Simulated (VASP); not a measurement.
A run of VASP 6.6.1 is set up as follows.

Contents of POSCAR:

```
SnTe
1.0
    0.0000000000      3.1717171644      3.1717171644
    3.1717171644      0.0000000000      3.1717171644
    3.1717171644      3.1717171644      0.0000000000
Te Sn
1 1
Direct
    0.5000000000      0.5000000000      0.5000000000
    0.0000000000      0.0000000000      0.0000000000
```

File INCAR.step1:

```
PREC     = Accurate       # precision mode
ENCUT    = 520            # plane-wave cutoff, eV
ISMEAR   = -1             # smearing method
SIGMA    = 0.05           # smearing width, eV
LREAL    = F              # projectors in reciprocal space
LASPH    = T              # aspherical terms in the spheres
NELM     = 100            # most SCF steps
NBANDS   = 17             # bands
GGA      = PE             # functional
ALGO     = Normal         # electronic algorithm
EDIFF    = 1E-4           # SCF threshold, eV
LWAVE    = T              # write WAVECAR
LCHARG   = F              # write CHGCAR
```

The input INCAR.step2:

```
PREC     = Accurate       # precision mode
ENCUT    = 520            # plane-wave cutoff, eV
EDIFF    = 1E-6           # SCF threshold, eV
ISMEAR   = -1             # smearing method
SIGMA    = 0.05           # smearing width, eV
LREAL    = F              # projectors in reciprocal space
LASPH    = T              # aspherical terms in the spheres
NELM     = 100            # most SCF steps
ALGO     = Normal         # electronic algorithm
ISIF     = 2              # what is computed and relaxed
LWAVE    = F              # write WAVECAR
LCHARG   = F              # write CHGCAR
METAGGA  = R2SCAN         # meta-GGA
LMIXTAU  = T            
NBANDS   = 17             # bands
ISTART   = 1
```

KPOINTS

```
regular mesh
0
Gamma
  7 7 7
```

Potentials or basis: VASP PAW PBE potentials, release 64 (Te, Sn_d).

Command:

```sh
$ cat potpaw_PBE.64/Te/POTCAR potpaw_PBE.64/Sn_d/POTCAR > POTCAR
$ cp INCAR.step1 INCAR
$ mpirun -np 1 vasp_std > vasp.out
$ cp INCAR.step2 INCAR
$ mpirun -np 1 vasp_std > vasp.out
```

Task: What does it give for the pressure?

Result: 0.6 GPa.

Caveat: the PAW data sets were made with another functional, which shifts forces and pressure a little.
